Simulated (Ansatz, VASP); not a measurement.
Two plane-wave programs on Hf

```xyz
1
Lattice="-1.7476 1.7476 1.7476 1.7476 -1.7476 1.7476 1.7476 1.7476 -1.7476" Properties=species:S:1:pos:R:3 pbc="T T T"
Hf    0.0000    0.0000    0.0000
```

Alike in both runs: functional PBEsol; k mesh 8 × 8 × 8; occupations gaussian, width 0.1 eV; no spin polarisation.

Ansatz relaxed the structure, and its values are those at the end. VASP's run is a single point on that final structure, the one shown.

|  | VASP | Ansatz |
| --- | --- | --- |
| version | VASP 6.6.1 | Ansatz 0.2.0 |
| potentials or method | VASP PAW PBE potentials, release 64 (Hf_pv), cutoff 520 eV | scalar-relativistic, plane waves, PAW |
| valence electrons in the cell | 10 | 26 |

Ansatz gave:

```
gap on the k mesh at the Fermi level (eV) : none
pressure (GPa)                            : -0.3
```

Task: Which values does VASP return?

Result: gap on the k mesh at the Fermi level (eV): none; pressure (GPa): -0.5.

VASP's potentials were made for PBE, not for PBEsol. A gap of «none» marks a metal or a gap that the smearing closes. VASP's potentials hold 10 valence electrons a cell and Ansatz's 26, so a difference there can come from the potentials and not from the codes.

Spin-orbit coupling is off throughout.
